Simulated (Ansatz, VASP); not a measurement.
**Pt in VASP and in Ansatz**

```
CELL_PARAMETERS angstrom
-1.38417 1.38417 1.95786
1.38417 -1.38417 1.95786
1.38417 1.38417 -1.95786
ATOMIC_POSITIONS crystal
Pt 0.00000 0.00000 0.00000
```

Alike in both runs: functional PBEsol; k mesh 8 × 8 × 8; occupations gaussian, width 0.1 eV; no spin polarisation.

Ansatz relaxed the structure, and its values are those at the end. VASP's run is a single point on that final structure, the one shown.

```csv
,VASP,Ansatz
version,VASP 6.6.1,Ansatz 0.2.0
potentials or method,"VASP PAW PBE potentials, release 64 (Pt), cutoff 500 eV","scalar-relativistic, plane waves, PAW"
valence electrons in the cell,10,18
```

|  | VASP | Ansatz | Ansatz less VASP |
| --- | --- | --- | --- |
| gap on the k mesh at the Fermi level (eV) | none | none | - |
| pressure (GPa) | -0.4 | 0.0 | +0.46 |

VASP's potentials were made for PBE, not for PBEsol. A gap of «none» marks a metal or a gap that the smearing closes. VASP's potentials hold 10 valence electrons a cell and Ansatz's 18, so a difference there can come from the potentials and not from the codes.

The k mesh is coarse, so the values compare programs but aren't converged. Spin-orbit coupling is off throughout.
